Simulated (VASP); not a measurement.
# TaN (Fm-3m) in VASP: notebook, part 2 of 2

VASP 6.6.1. The steps go on from the part before.

## 5. Single point, PBE

This run uses another cell than the first one, of 10.35 Å³/atom, 1.136 times its volume.

INCAR

```
PREC = Accurate
ENCUT = 520
EDIFF = 1E-7
ISMEAR = 1
SIGMA = 0.15
LREAL = False
LASPH = True
NELM = 100
ALGO = Normal
ISIF = 2
LWAVE = False
LCHARG = True
GGA = PE
LELF = True
LVHAR = True
NBANDS = 15
```

KPOINTS

```
regular mesh
0
Gamma
  11 11 11
```

POSCAR

```
TaN
1.0
    0.0000000000      2.1790000000      2.1790000000
    2.1790000000      0.0000000000      2.1790000000
    2.1790000000      2.1790000000      0.0000000000
Ta N
1 1
Direct
    0.5000000000      0.5000000000      0.5000000000
    0.0000000000      0.0000000000      0.0000000000
```

Potentials or basis: VASP PAW PBE potentials, release 64 (Ta_pv, N).

Launch:

```bash
$ cat potpaw_PBE.64/Ta_pv/POTCAR potpaw_PBE.64/N/POTCAR > POTCAR
$ mpirun -np 1 vasp_std > vasp.out
```

OUTCAR:

```text
PREC = Accurate
   ENCUT = 520
   EDIFF = 1E-7
   ISMEAR = 1
   LREAL = False
   LASPH = True
   NELM = 100
   ISIF = 2
   GGA = PE

 ion  position               nearest neighbor table
   1  0.500  0.500  0.500-   2 2.18   2 2.18   2 2.18   2 2.18   2 2.18   2 2.18
   2  0.000  0.000  0.000-   1 2.18   1 2.18   1 2.18   1 2.18   1 2.18   1 2.18

  LATTYP: Found a face centered cubic cell.
 ALAT       =     4.3580000000

  Lattice vectors:

 A1 = (   0.0000000000,   2.1790000000,   2.1790000000)
 A2 = (   2.1790000000,   0.0000000000,   2.1790000000)
 A3 = (   2.1790000000,   2.1790000000,   0.0000000000)

Analysis of symmetry for initial positions (statically):
=====================================================================
 Subroutine PRICEL returns:
 Original cell was already a primitive cell.

 Routine SETGRP: Setting up the symmetry group for a
 face centered cubic supercell.

 Subroutine GETGRP returns: Found 48 space group operations
 (whereof 48 operations were pure point group operations)
 out of a pool of 48 trial point group operations.

The static configuration has the point symmetry O_h .

Analysis of symmetry for dynamics (positions and initial velocities):
[... 177 lines left out ...]
     10       7.6761      2.00000
     11       9.9291      0.83942
     12       9.9291      0.83941
     13      11.6164     -0.00000
     14      19.2739      0.00000
[... 401 lines left out ...]
      2     -26.0672      2.00000
      3     -25.9038      2.00000
      4      -7.5036      2.00000
      5       1.4150      2.00000
      6       2.8346      2.00000
      7       3.6552      2.00000
      8       9.1340      2.00000
      9       9.5282      2.00163
     10      11.3133     -0.00000
     11      11.8629     -0.00000
     12      15.6975      0.00000
     13      15.9868      0.00000
     14      22.2721      0.00000
     15      23.3893      0.00000

 [... further k-points ...]

------------------------ aborting loop because EDIFF is reached ----------------------------------------

  FORCE on cell =-STRESS in cart. coord.  units (eV):
  Direction    XX          YY          ZZ          XY          YZ          ZX
  --------------------------------------------------------------------------------------
  -------------------------------------------------------------------------------------
  Total        2.0049009      2.0049009      2.0049009     -0.0000000      0.0000000      0.0000000
  in kB      155.2393443    155.2393443    155.2393443     -0.0000000      0.0000000      0.0000000
  external PRESSURE =     155.2393443 kB  Pullay stress =       0.0000000 kB

 VOLUME and BASIS-vectors are now :
 -----------------------------------------------------------------------------
  energy-cutoff  :      520.00
  volume of cell :       20.69
      direct lattice vectors                 reciprocal lattice vectors
     0.000000000  2.179000000  2.179000000    -0.229463056  0.229463056  0.229463056
     2.179000000  0.000000000  2.179000000     0.229463056 -0.229463056  0.229463056
     2.179000000  2.179000000  0.000000000     0.229463056  0.229463056 -0.229463056

 POSITION                                       TOTAL-FORCE (eV/Angst)
 -----------------------------------------------------------------------------------
      2.17900      2.17900      2.17900         0.000000      0.000000      0.000000
      0.00000      0.00000      0.00000        -0.000000     -0.000000     -0.000000
 -----------------------------------------------------------------------------------
    total drift:                                0.000000     -0.000000     -0.000000

  FREE ENERGIE OF THE ION-ELECTRON SYSTEM (eV)
  ---------------------------------------------------
  free  energy   TOTEN  =       -21.7772583324 eV

  energy  without entropy=      -21.7798770612  energy(sigma->0) =      -21.77813124
```

OSZICAR:

```text
N       E                     dE             d eps       ncg     rms          rms(c)
DAV:   1     0.908216500949E+02    0.90822E+02   -0.86948E+03  1688   0.113E+03
DAV:   2    -0.220880701409E+02   -0.11291E+03   -0.10681E+03  2051   0.307E+02
DAV:   3    -0.247999838345E+02   -0.27119E+01   -0.27017E+01  1953   0.445E+01
DAV:   4    -0.248102156272E+02   -0.10232E-01   -0.10230E-01  2094   0.293E+00
DAV:   5    -0.248102837632E+02   -0.68136E-04   -0.68134E-04  2023   0.206E-01    0.256E+01
DAV:   6    -0.218596748521E+02    0.29506E+01   -0.54264E+00  1984   0.264E+01    0.107E+01
DAV:   7    -0.218098707034E+02    0.49804E-01   -0.51214E-01  1932   0.592E+00    0.734E+00
DAV:   8    -0.217838669361E+02    0.26004E-01   -0.13158E-01  1932   0.311E+00    0.179E+00
DAV:   9    -0.217773355107E+02    0.65314E-02   -0.17778E-02  1911   0.110E+00    0.315E-01
DAV:  10    -0.217772942277E+02    0.41283E-04   -0.11993E-03  1918   0.375E-01    0.541E-02
DAV:  11    -0.217772589481E+02    0.35280E-04   -0.69428E-05  1897   0.998E-02    0.213E-02
DAV:  12    -0.217772587334E+02    0.21470E-06   -0.62711E-06  1981   0.243E-02    0.645E-03
DAV:  13    -0.217772582940E+02    0.43945E-06   -0.18635E-07  1779   0.417E-03    0.280E-03
DAV:  14    -0.217772583324E+02   -0.38463E-07   -0.22093E-08   987   0.139E-03
   1 F= -.21777258E+02 E0= -.21778131E+02  d E =0.261873E-02
```

stdout:

```text
POSCAR found type information on POSCAR TaN
 POSCAR found :  2 types and       2 ions
 scaLAPACK will be used
 LDA part: xc-table for (Slater+PW92), standard interpolation
 POSCAR, INCAR and KPOINTS ok, starting setup
 FFT: planning ... GRIDC
 FFT: planning ... GRID_SOFT
 FFT: planning ... GRID
 WAVECAR not read
 entering main loop
```

Run time: 9.6 s. Hardware: 1 thread of Intel Xeon Platinum 8488C (Sapphire Rapids), shared host; peak memory 0.15 GiB.

Results:

- Free energy: -21.7773 eV
- Pressure: 15.5 GPa
- Band gap on the k mesh: zero (band 8 reaches 11.61 eV, above the bottom of band 9 at 7.68 eV)

Caveat: spin-orbit coupling is left out, which moves the levels of the heavy elements.

## 6. Single point, PBE

This run uses another cell than the first one, of 10.76 Å³/atom, 1.182 times its volume.

INCAR

```
SYSTEM = TaN
ALGO = Normal ; EDIFF = 1E-6
ENCUT = 520 ; GGA = PE
ISIF = 2 ; ISMEAR = 1
LASPH = .True. ; LCHARG = .False.
LREAL = .False. ; LWAVE = .False.
NBANDS = 15 ; NELM = 80
PREC = Accurate ; SIGMA = 0.15
```

KPOINTS

```
k-points
0
Gamma
  11 11 11
  0 0 0
```

POSCAR

```
TaN
1.0
    0.0000000000      2.2076743409      2.2076743409
    2.2076743409      0.0000000000      2.2076743409
    2.2076743409      2.2076743409      0.0000000000
Ta N
1 1
Direct
    0.5000000000      0.5000000000      0.5000000000
    0.0000000000      0.0000000000      0.0000000000
```

Potentials or basis: VASP PAW PBE potentials, release 64 (Ta_pv, N).

Launch:

```bash
$ cat potpaw_PBE.64/Ta_pv/POTCAR potpaw_PBE.64/N/POTCAR > POTCAR
$ mpirun -np 1 vasp_std > vasp.out
```

OUTCAR:

```text
SYSTEM = TaN
   EDIFF = 1E-6
   ENCUT = 520
   GGA = PE
   ISIF = 2
   ISMEAR = 1
   LASPH = .True.
   LREAL = .False.
   NELM = 80
   PREC = Accurate

 ion  position               nearest neighbor table
   1  0.500  0.500  0.500-   2 2.21   2 2.21   2 2.21   2 2.21   2 2.21   2 2.21
   2  0.000  0.000  0.000-   1 2.21   1 2.21   1 2.21   1 2.21   1 2.21   1 2.21

  LATTYP: Found a face centered cubic cell.
 ALAT       =     4.4153486818

  Lattice vectors:

 A1 = (   0.0000000000,   2.2076743409,   2.2076743409)
 A2 = (   2.2076743409,   0.0000000000,   2.2076743409)
 A3 = (   2.2076743409,   2.2076743409,   0.0000000000)

Analysis of symmetry for initial positions (statically):
=====================================================================
 Subroutine PRICEL returns:
 Original cell was already a primitive cell.

 Routine SETGRP: Setting up the symmetry group for a
 face centered cubic supercell.

 Subroutine GETGRP returns: Found 48 space group operations
 (whereof 48 operations were pure point group operations)
 out of a pool of 48 trial point group operations.

The static configuration has the point symmetry O_h .

Analysis of symmetry for dynamics (positions and initial velocities):
=====================================================================
 Subroutine PRICEL returns:
 Original cell was already a primitive cell.

 Routine SETGRP: Setting up the symmetry group for a
 face centered cubic supercell.

 Subroutine GETGRP returns: Found 48 space group operations
 (whereof 48 operations were pure point group operations)
 out of a pool of 48 trial point group operations.

The dynamic configuration has the point symmetry O_h .

 Subroutine INISYM returns: Found 48 space group operations
 (whereof 48 operations are pure point group operations),
 and found     1 'primitive' translations

----------------------------------------------------------------------------------------

                                     Primitive cell

  volume of cell :      21.5196

  direct lattice vectors                    reciprocal lattice vectors
     0.000000000  2.207674341  2.207674341    -0.226482679  0.226482679  0.226482679
     2.207674341  0.000000000  2.207674341     0.226482679 -0.226482679  0.226482679
     2.207674341  2.207674341  0.000000000     0.226482679  0.226482679 -0.226482679

  length of vectors
     3.122122994  3.122122994  3.122122994     0.392279508  0.392279508  0.392279508

  position of ions in fractional coordinates (direct lattice)
     0.500000000  0.500000000  0.500000000
     0.000000000  0.000000000  0.000000000

  ion indices of the primitive-cell ions
   primitive index   ion index
                 1           1
                 2           2

----------------------------------------------------------------------------------------

 KPOINTS: k-points

Automatic generation of k-mesh.
 Grid dimensions read from file:
 generate k-points for:   11   11   11

 Generating k-lattice:

  Cartesian coordinates                     Fractional coordinates (reciprocal lattice)
    -0.020589334  0.020589334  0.020589334     0.090909091  0.000000000  0.000000000
     0.020589334 -0.020589334  0.020589334     0.000000000  0.090909091  0.000000000
     0.020589334  0.020589334 -0.020589334     0.000000000  0.000000000  0.090909091
[... 40 lines left out ...]
   number of dos      NEDOS =    301   number of ions     NIONS =      2
   total plane-waves  NPLWV =  13824
   dimension x,y,z NGX =    24 NGY =   24 NGZ =   24
   dimension x,y,z NGXF=    48 NGYF=   48 NGZF=   48
   ions per type =               1   1
   NGX,Y,Z   is equivalent  to a cutoff of  12.78, 12.78, 12.78 a.u.
   NGXF,Y,Z  is equivalent  to a cutoff of  25.56, 25.56, 25.56 a.u.
 SYSTEM =  TaN
   PREC   = accura    normal or accurate (medium, high low for compatibility)
   ISTART =      0    job   : 0-new  1-cont  2-samecut
   ICHARG =      2    charge: 1-file 2-atom 10-const
   ISPIN  =      1    spin polarized calculation?
   LNONCOLLINEAR =      F non collinear calculations
   LSORBIT =      F    spin-orbit coupling
   LASPH  =      T    aspherical Exc in radial PAW
   ENCUT  =  520.0 eV  38.22 Ry    6.18 a.u.   5.81  5.81  5.81*2*pi/ulx,y,z
   NELM   =     80;   NELMIN=  2; NELMDL= -5     # of ELM steps
   EDIFF  = 0.1E-05   stopping-criterion for ELM
   LREAL  =      F    real-space projection
   EDIFFG = 0.1E-04   stopping-criterion for IOM
   NSW    =      0    number of steps for IOM
   IBRION =     -1    ionic relax: 0-MD 1-quasi-New 2-CG
   NFREE  =      0    steps in history (QN), initial steepest desc. (CG)
   ISIF   =      2    stress and relaxation
   ISYM   =      2    0-nonsym 1-usesym 2-fastsym
   POTIM  = 0.5000    time-step for ionic-motion
   TEBEG  =    0.0;   TEEND  =   0.0 temperature during run
   PSTRESS=    0.0 pullay stress
   NELECT =      16.0000    total number of electrons
   NUPDOWN=      -1.0000    fix difference up-down
   EMIN   =  10.00;   EMAX   =-10.00  energy-range for DOS
   EFERMI =   0.00;   METHOD = LEGACY
   ISMEAR =     1;   SIGMA  =   0.15  broadening in eV -4-tet -1-fermi 0-gaus
   EFERMI_NEDOS =   21; number of points for ismear=-14 and -15
   IALGO  =     38    algorithm
   IMIX   =      4    mixing-type and parameters
     AMIX     =   0.40;   BMIX     =  1.00
     AMIX_MAG =   1.60;   BMIX_MAG =  1.00
  volume/ion in A,a.u.               =      10.76        72.61
  Fermi-wavevector in a.u.,A,eV,Ry     =   1.483098  2.802649 29.927094  2.199579
  Thomas-Fermi vector in A             =   2.596802
   LORBIT       =      0    0 simple, 1 ext, 2 COOP (PROOUT), +10 PAW based schemes
   GGA     = PE    functional components
   LHFCALC =     F    Hartree Fock is set to
   AEXX    =    0.0000 exact exchange contribution
   IVDW    =     0    specifies the selected vdW correction
   LEPSILON=     F    determine dielectric tensor
   LRPA    =     F    only Hartree local field effects (RPA)
 non-spin polarized calculation
 Methfessel and Paxton  Order N= 1 SIGMA  =   0.15
  energy-cutoff  :      520.00
  volume of cell :       21.52
 maximum number of plane-waves:       595
   NGX = 11   NGY = 11   NGZ = 11

 number of electron      16.0000003 magnetization

 Free energy of the ion-electron system (eV)
  ---------------------------------------------------
  ext. energy  EPLUGINS =         0.00000000
  ---------------------------------------------------
  free energy    TOTEN  =       -21.81976514 eV

  energy without entropy =      -21.82223085  energy(sigma->0) =      -21.82058705

 E-fermi :   9.4612     XC(G=0): -13.3716

 val. band max:        9.3611161248   @ k =  -0.3636   0.2727   0.0909
 cond. band min:       9.4714116782   @ k =   0.0000   0.0000   0.0000
 fundamental gap:      0.1102955534
 Fermi energy:         9.4611704219

 k-point     1 :       0.0000    0.0000    0.0000
  band No.  band energies     occupation
      1     -26.3916      2.00000
      2     -26.3916      2.00000
      3     -26.3916      2.00000
      4      -9.3526      2.00000
      5       5.6200      2.00000
      6       5.6200      2.00000
      7       5.6200      2.00000
      8       7.3374      2.00000
      9       7.3374      2.00000
     10       7.3374      2.00000
     11       9.4714      0.88474
     12       9.4714      0.88473
     13      10.8276     -0.00000
     14      18.8103      0.00000
[... 401 lines left out ...]
      2     -26.5653      2.00000
      3     -26.4252      2.00000
      4      -7.7490      2.00000
      5       1.2208      2.00000
      6       2.6452      2.00000
      7       3.4016      2.00000
      8       8.7262      2.00000
      9       9.1024      2.00371
     10      10.7710     -0.00000
     11      11.2359     -0.00000
     12      14.9424      0.00000
     13      15.2222      0.00000
     14      21.7311      0.00000
     15      22.5927      0.00000

 [... further k-points ...]

------------------------ aborting loop because EDIFF is reached ----------------------------------------

  FORCE on cell =-STRESS in cart. coord.  units (eV):
  Direction    XX          YY          ZZ          XY          YZ          ZX
  --------------------------------------------------------------------------------------
  -------------------------------------------------------------------------------------
  Total        0.1562185      0.1562185      0.1562185      0.0000000      0.0000000      0.0000000
  in kB       11.6307554     11.6307554     11.6307554      0.0000000      0.0000000      0.0000000
  external PRESSURE =      11.6307554 kB  Pullay stress =       0.0000000 kB

 VOLUME and BASIS-vectors are now :
 -----------------------------------------------------------------------------
  energy-cutoff  :      520.00
  volume of cell :       21.52
      direct lattice vectors                 reciprocal lattice vectors
     0.000000000  2.207674341  2.207674341    -0.226482679  0.226482679  0.226482679
     2.207674341  0.000000000  2.207674341     0.226482679 -0.226482679  0.226482679
     2.207674341  2.207674341  0.000000000     0.226482679  0.226482679 -0.226482679

 POSITION                                       TOTAL-FORCE (eV/Angst)
 -----------------------------------------------------------------------------------
      2.20767      2.20767      2.20767         0.000000      0.000000      0.000000
      0.00000      0.00000      0.00000        -0.000000     -0.000000     -0.000000
 -----------------------------------------------------------------------------------
    total drift:                                0.000000     -0.000000     -0.000000

  FREE ENERGIE OF THE ION-ELECTRON SYSTEM (eV)
  ---------------------------------------------------
  free  energy   TOTEN  =       -21.8197651440 eV

  energy  without entropy=      -21.8222308478  energy(sigma->0) =      -21.82058705
```

OSZICAR:

```text
N       E                     dE             d eps       ncg     rms          rms(c)
DAV:   1     0.898352841073E+02    0.89835E+02   -0.88069E+03  1680   0.113E+03
DAV:   2    -0.220465690805E+02   -0.11188E+03   -0.10529E+03  2114   0.302E+02
DAV:   3    -0.248435375737E+02   -0.27970E+01   -0.27866E+01  1841   0.442E+01
DAV:   4    -0.248541795935E+02   -0.10642E-01   -0.10640E-01  2191   0.296E+00
DAV:   5    -0.248542475837E+02   -0.67990E-04   -0.67990E-04  1918   0.216E-01    0.236E+01
DAV:   6    -0.219206563952E+02    0.29336E+01   -0.55073E+00  1948   0.262E+01    0.970E+00
DAV:   7    -0.218541437406E+02    0.66513E-01   -0.50854E-01  1932   0.600E+00    0.679E+00
DAV:   8    -0.218263830519E+02    0.27761E-01   -0.14913E-01  1904   0.333E+00    0.167E+00
DAV:   9    -0.218198421383E+02    0.65409E-02   -0.18093E-02  1932   0.111E+00    0.318E-01
DAV:  10    -0.218197962956E+02    0.45843E-04   -0.10837E-03  1988   0.354E-01    0.617E-02
DAV:  11    -0.218197647282E+02    0.31567E-04   -0.54626E-05  1940   0.863E-02    0.148E-02
DAV:  12    -0.218197651440E+02   -0.41585E-06   -0.47059E-06  1939   0.204E-02
   1 F= -.21819765E+02 E0= -.21820587E+02  d E =0.246570E-02
```

Run time: 10 s. Hardware: 1 thread of Intel Xeon Platinum 8488C (Sapphire Rapids), shared host; peak memory 0.15 GiB.

Results:

```
Free energy            : -21.8198 eV
Pressure               : 1.2 GPa
Band gap on the k mesh : zero (band 8 reaches 11.06 eV, above the bottom of band 9 at 7.34 eV)
```

Caveat: spin-orbit coupling is left out, which moves the levels of the heavy elements.

## 7. Overview

| cell | gap on the mesh (eV) | pressure (GPa) |
| --- | --- | --- |
| a = 2.953 Å, angles 60.0°, 2 atoms | none | 82.3 |
| a = 2.997 Å, angles 60.0°, 2 atoms | none | 55.1 |
| a = 3.040 Å, angles 60.0°, 2 atoms | none | 33.2 |
| a = 3.082 Å, angles 60.0°, 2 atoms | none | 15.5 |
| a = 3.122 Å, angles 60.0°, 2 atoms | none | 1.2 |

Alike in all rows: task single point; level PBE; potentials or basis VASP PAW PBE potentials, release 64 (Ta_pv, N); no spin polarisation; k mesh 11 × 11 × 11; cutoff (eV) 520; smearing methfessel-paxton 0.15 eV.

Caveats: spin-orbit coupling is left out, which moves the levels of the heavy elements.

Total energies depend on the potentials used, so only differences within one code and one set of settings carry meaning.
